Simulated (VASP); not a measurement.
# MgO (P6_3/mmc) in VASP: notebook

MgO is run at these levels: PBE; tasks: single point.

All numbers are computed with VASP 6.6.1; they aren't measurements. Logs are shortened: lines on timing, memory, paths and dates and some standing lists are left out, and cuts for length are marked.

**1. The cell of the first run**

Symmetry: P6_3/mmc, No. 194, hexagonal system. Conventional cell: a = 3.577 Å, b = 3.577 Å, c = 4.306 Å, α = 90.00°, β = 90.00°, γ = 120.00°. Within 2.7 Å of Mg (site symmetry -6m2) lie 5 O at 2.07 to 2.15 Å. O (site symmetry -6m2) has 5 Mg at 2.07 to 2.15 Å within 2.7 Å.

**2. Single point, PBE (volume 11.927 Å^3 an atom, c/a of the conventional cell 1.2039)**

Input file INCAR:

```
PREC = Accurate ; ENCUT = 520
EDIFF = 1E-6 ; ISMEAR = 0
SIGMA = 0.05 ; LREAL = F
LASPH = T ; NELM = 60
ALGO = Normal ; ISIF = 2
LWAVE = F ; LCHARG = F
GGA = PE ; NBANDS = 16
```

Input file KPOINTS:

```
regular mesh
0
Gamma
  9 9 6
```

Input file POSCAR:

```
MgO
1.0
    3.5767425403      0.0000000000      0.0000000000
   -1.7883712702      3.0975499027      0.0000000000
    0.0000000000      0.0000000000      4.3061109821
Mg O
2 2
Direct
    0.6666666667      0.3333333333      0.7500000000
    0.3333333333      0.6666666667      0.2500000000
    0.6666666667      0.3333333333      0.2500000000
    0.3333333333      0.6666666667      0.7500000000
```

Potentials or basis: VASP PAW PBE potentials, release 64 (Mg, O).

Command:

```
$ cat potpaw_PBE.64/Mg/POTCAR potpaw_PBE.64/O/POTCAR > POTCAR
$ mpirun -np 1 vasp_std > vasp.out
```

OUTCAR:

```text
PREC = Accurate
   ENCUT = 520
   EDIFF = 1E-6
   ISMEAR = 0
   LREAL = F
   LASPH = T
   NELM = 60
   ISIF = 2
   GGA = PE

 ion  position               nearest neighbor table
   1  0.667  0.333  0.750-   4 2.07   4 2.07   4 2.07   3 2.15   3 2.15   2 2.98   2 2.98   2 2.98
                             2 2.98   2 2.98   2 2.98
   2  0.333  0.667  0.250-   3 2.07   3 2.07   3 2.07   4 2.15   4 2.15   1 2.98   1 2.98   1 2.98
                             1 2.98   1 2.98   1 2.98
   3  0.667  0.333  0.250-   2 2.07   2 2.07   2 2.07   1 2.15   1 2.15
   4  0.333  0.667  0.750-   1 2.07   1 2.07   1 2.07   2 2.15   2 2.15

  LATTYP: Found a hexagonal cell.
 ALAT       =     3.5767425403
 C/A-ratio  =     1.2039197492

  Lattice vectors:

 A1 = (   3.5767425403,   0.0000000000,   0.0000000000)
 A2 = (  -1.7883712702,   3.0975499027,   0.0000000000)
 A3 = (   0.0000000000,   0.0000000000,   4.3061109821)

Analysis of symmetry for initial positions (statically):
=====================================================================
 Subroutine PRICEL returns:
 Original cell was already a primitive cell.

 Routine SETGRP: Setting up the symmetry group for a
 hexagonal supercell.

 Subroutine GETGRP returns: Found 24 space group operations
 (whereof 12 operations were pure point group operations)
 out of a pool of 24 trial point group operations.

The static configuration has the point symmetry D_3d.
 The point group associated with its full space group is D_6h.

Analysis of symmetry for dynamics (positions and initial velocities):
=====================================================================
 Subroutine PRICEL returns:
 Original cell was already a primitive cell.

 Routine SETGRP: Setting up the symmetry group for a
 hexagonal supercell.

 Subroutine GETGRP returns: Found 24 space group operations
 (whereof 12 operations were pure point group operations)
 out of a pool of 24 trial point group operations.

The dynamic configuration has the point symmetry D_3d.
 The point group associated with its full space group is D_6h.

 Subroutine INISYM returns: Found 24 space group operations
 (whereof 12 operations are pure point group operations),
 and found     1 'primitive' translations

----------------------------------------------------------------------------------------

                                     Primitive cell

  volume of cell :      47.7080

  direct lattice vectors                    reciprocal lattice vectors
     3.576742540  0.000000000  0.000000000     0.279584004  0.161417900  0.000000000
    -1.788371270  3.097549903  0.000000000     0.000000000  0.322835800  0.000000000
     0.000000000  0.000000000  4.306110982     0.000000000  0.000000000  0.232228107

  length of vectors
     3.576742540  3.576742540  4.306110982     0.322835800  0.322835800  0.232228107

  position of ions in fractional coordinates (direct lattice)
     0.666666667  0.333333333  0.750000000
     0.333333333  0.666666667  0.250000000
     0.666666667  0.333333333  0.250000000
     0.333333333  0.666666667  0.750000000

  ion indices of the primitive-cell ions
   primitive index   ion index
                 1           1
                 2           2
                 3           3
                 4           4

----------------------------------------------------------------------------------------

 KPOINTS: regular mesh

Automatic generation of k-mesh.
 Grid dimensions read from file:
 generate k-points for:    9    9    6

 Generating k-lattice:

  Cartesian coordinates                     Fractional coordinates (reciprocal lattice)
     0.031064889  0.017935322  0.000000000     0.111111111  0.000000000  0.000000000
     0.000000000  0.035870644  0.000000000     0.000000000  0.111111111  0.000000000
     0.000000000  0.000000000  0.038704684     0.000000000  0.000000000  0.166666667

  Length of vectors
     0.035870644  0.035870644  0.038704684

  Shift w.r.t. Gamma in fractional coordinates (k-lattice)
     0.000000000  0.000000000  0.000000000

 Subroutine IBZKPT returns following result:
 ===========================================

 Found     48 irreducible k-points:

 Following reciprocal coordinates:
            Coordinates               Weight
  0.000000  0.000000  0.000000      1.000000
  0.111111  0.000000  0.000000      6.000000
  0.222222  0.000000  0.000000      6.000000
  0.333333  0.000000  0.000000      6.000000
  0.444444  0.000000  0.000000      6.000000
  0.111111  0.111111  0.000000      6.000000
[... 16 lines left out ...]
  0.333333  0.222222  0.166667     24.000000
  0.333333  0.333333  0.166667      4.000000
 [... further k-points ...]
   k-points           NKPTS =     48   k-points in BZ     NKDIM =     48   number of bands    NBANDS=     16
   number of dos      NEDOS =    301   number of ions     NIONS =      4
   total plane-waves  NPLWV =  25088
   dimension x,y,z NGX =    28 NGY =   28 NGZ =   32
   dimension x,y,z NGXF=    56 NGYF=   56 NGZF=   64
   ions per type =               2   2
   NGX,Y,Z   is equivalent  to a cutoff of  13.01, 13.01, 12.35 a.u.
   NGXF,Y,Z  is equivalent  to a cutoff of  26.03, 26.03, 24.71 a.u.
 SYSTEM =  unknown system
   PREC   = accura    normal or accurate (medium, high low for compatibility)
   ISTART =      0    job   : 0-new  1-cont  2-samecut
   ICHARG =      2    charge: 1-file 2-atom 10-const
   ISPIN  =      1    spin polarized calculation?
   LNONCOLLINEAR =      F non collinear calculations
   LSORBIT =      F    spin-orbit coupling
   LASPH  =      T    aspherical Exc in radial PAW
   ENCUT  =  520.0 eV  38.22 Ry    6.18 a.u.   6.65  6.65  8.01*2*pi/ulx,y,z
   NELM   =     60;   NELMIN=  2; NELMDL= -5     # of ELM steps
   EDIFF  = 0.1E-05   stopping-criterion for ELM
   LREAL  =      F    real-space projection
   EDIFFG = 0.1E-04   stopping-criterion for IOM
   NSW    =      0    number of steps for IOM
   IBRION =     -1    ionic relax: 0-MD 1-quasi-New 2-CG
   NFREE  =      0    steps in history (QN), initial steepest desc. (CG)
   ISIF   =      2    stress and relaxation
   ISYM   =      2    0-nonsym 1-usesym 2-fastsym
   POTIM  = 0.5000    time-step for ionic-motion
   TEBEG  =    0.0;   TEEND  =   0.0 temperature during run
   PSTRESS=    0.0 pullay stress
   NELECT =      16.0000    total number of electrons
   NUPDOWN=      -1.0000    fix difference up-down
   EMIN   =  10.00;   EMAX   =-10.00  energy-range for DOS
   EFERMI =   0.00;   METHOD = LEGACY
   ISMEAR =     0;   SIGMA  =   0.05  broadening in eV -4-tet -1-fermi 0-gaus
   EFERMI_NEDOS =   21; number of points for ismear=-14 and -15
   IALGO  =     38    algorithm
   IMIX   =      4    mixing-type and parameters
     AMIX     =   0.40;   BMIX     =  1.00
     AMIX_MAG =   1.60;   BMIX_MAG =  1.00
  volume/ion in A,a.u.               =      11.93        80.49
  Fermi-wavevector in a.u.,A,eV,Ry     =   1.137412  2.149397 17.601935  1.293706
  Thomas-Fermi vector in A             =   2.274117
   LORBIT       =      0    0 simple, 1 ext, 2 COOP (PROOUT), +10 PAW based schemes
   GGA     = PE    functional components
   LHFCALC =     F    Hartree Fock is set to
   AEXX    =    0.0000 exact exchange contribution
   IVDW    =     0    specifies the selected vdW correction
   LEPSILON=     F    determine dielectric tensor
   LRPA    =     F    only Hartree local field effects (RPA)
 non-spin polarized calculation
 Gauss-broadening in eV      SIGMA  =   0.05
  energy-cutoff  :      520.00
  volume of cell :       47.71
 maximum number of plane-waves:      1313
 NGX is ok and might be reduce to    28
   NGX = 13   NGY = 13   NGZ = 17

 number of electron      15.9999993 magnetization

 Free energy of the ion-electron system (eV)
  ---------------------------------------------------
  ext. energy  EPLUGINS =         0.00000000
  ---------------------------------------------------
  free energy    TOTEN  =       -23.63200482 eV

  energy without entropy =      -23.63200482  energy(sigma->0) =      -23.63200482

 E-fermi :   1.7957     XC(G=0):  -9.7209

 val. band max:        1.5016724833   @ k =   0.0000   0.0000   0.0000
 cond. band min:       4.5257031792   @ k =   0.0000   0.0000   0.0000
 fundamental gap:      3.0240306959
 Fermi energy:         1.7956563784

 k-point     1 :       0.0000    0.0000    0.0000
  band No.  band energies     occupation
      1     -15.0973      2.00000
      2     -13.9041      2.00000
      3      -1.8704      2.00000
      4      -0.0825      2.00000
      5      -0.0825      2.00000
      6       0.7842      2.00000
[... 8 lines left out ...]
     15      16.3136      0.00000
     16      16.6700      0.00000

 k-point     2 :       0.1111    0.0000    0.0000
  band No.  band energies     occupation
      1     -15.0450      2.00000
      2     -13.9132      2.00000
      3      -1.7797      2.00000
      4      -0.2661      2.00000
      5      -0.1713      2.00000
      6       0.4869      2.00000
[... 8 lines left out ...]
     15      16.1077      0.00000
     16      16.1330      0.00000

 k-point     3 :       0.2222    0.0000    0.0000
  band No.  band energies     occupation
      1     -14.9013      2.00000
      2     -13.9464      2.00000
      3      -1.5202      2.00000
      4      -0.8042      2.00000
      5      -0.3590      2.00000
      6       0.0666      2.00000
[... 8 lines left out ...]
     15      15.2239      0.00000
     16      15.5475      0.00000

 k-point     4 :       0.3333    0.0000    0.0000
  band No.  band energies     occupation
      1     -14.7057      2.00000
      2     -14.0147      2.00000
      3      -1.3975      2.00000
      4      -1.1363      2.00000
      5      -0.5358      2.00000
      6      -0.2042      2.00000
[... 8 lines left out ...]
     15      14.9289      0.00000
     16      15.3901      0.00000
[... 324 lines left out ...]
 k-point    22 :       0.2222    0.2222    0.1667
  band No.  band energies     occupation
      1     -14.5560      2.00000
      2     -14.0870      2.00000
      3      -1.4933      2.00000
      4      -1.4612      2.00000
      5      -0.4865      2.00000
      6      -0.1370      2.00000
[... 8 lines left out ...]
     15      15.1126      0.00000
     16      16.4108      0.00000

 k-point    23 :       0.3333    0.2222    0.1667
  band No.  band energies     occupation
      1     -14.4038      2.00000
      2     -14.1700      2.00000
      3      -1.7448      2.00000
      4      -1.2243      2.00000
      5      -0.8515      2.00000
      6       0.0963      2.00000
[... 8 lines left out ...]
     15      15.0541      0.00000
     16      16.4223      0.00000

 k-point    24 :       0.3333    0.3333    0.1667
  band No.  band energies     occupation
      1     -14.2749      2.00000
      2     -14.2749      2.00000
      3      -1.7012      2.00000
      4      -1.1240      2.00000
      5      -1.1240      2.00000
      6       0.4141      2.00000
[... 8 lines left out ...]
     15      15.0663      0.00000
     16      17.1379      0.00000

 [... further k-points ...]
[... 5 lines left out ...]
  --------------------------------------------------------------------------------------
  -------------------------------------------------------------------------------------
  Total       -1.7046895     -1.7046895     -1.8257167      0.0000000      0.0000000      0.0000000
  in kB      -57.2485710    -57.2485710    -61.3130286      0.0000000      0.0000000      0.0000000
  external PRESSURE =     -58.6033902 kB  Pullay stress =       0.0000000 kB

 VOLUME and BASIS-vectors are now :
 -----------------------------------------------------------------------------
  energy-cutoff  :      520.00
  volume of cell :       47.71
      direct lattice vectors                 reciprocal lattice vectors
     3.576742540  0.000000000  0.000000000     0.279584004  0.161417900  0.000000000
    -1.788371270  3.097549903  0.000000000     0.000000000  0.322835800  0.000000000
     0.000000000  0.000000000  4.306110982     0.000000000  0.000000000  0.232228107

 POSITION                                       TOTAL-FORCE (eV/Angst)
 -----------------------------------------------------------------------------------
      1.78837      1.03252      3.22958         0.000000      0.000000      0.000000
     -0.00000      2.06503      1.07653        -0.000000     -0.000000      0.000000
      1.78837      1.03252      1.07653         0.000000     -0.000000      0.000000
     -0.00000      2.06503      3.22958        -0.000000      0.000000      0.000000
 -----------------------------------------------------------------------------------
    total drift:                                0.000000     -0.000000      0.000000

  FREE ENERGIE OF THE ION-ELECTRON SYSTEM (eV)
  ---------------------------------------------------
  free  energy   TOTEN  =       -23.6320048220 eV

  energy  without entropy=      -23.6320048220  energy(sigma->0) =      -23.63200482
```

Run time: 41 s. Hardware: 1 thread of Intel Xeon Platinum 8259CL at 2.50GHz (Skylake/Cascade Lake), shared host; peak memory 0.18 GiB.

What came out:

* Free energy: -23.6320 eV
* Pressure: -5.9 GPa
* Band gap on the k mesh: 3.02 eV, direct

[end of part 1 of 3]
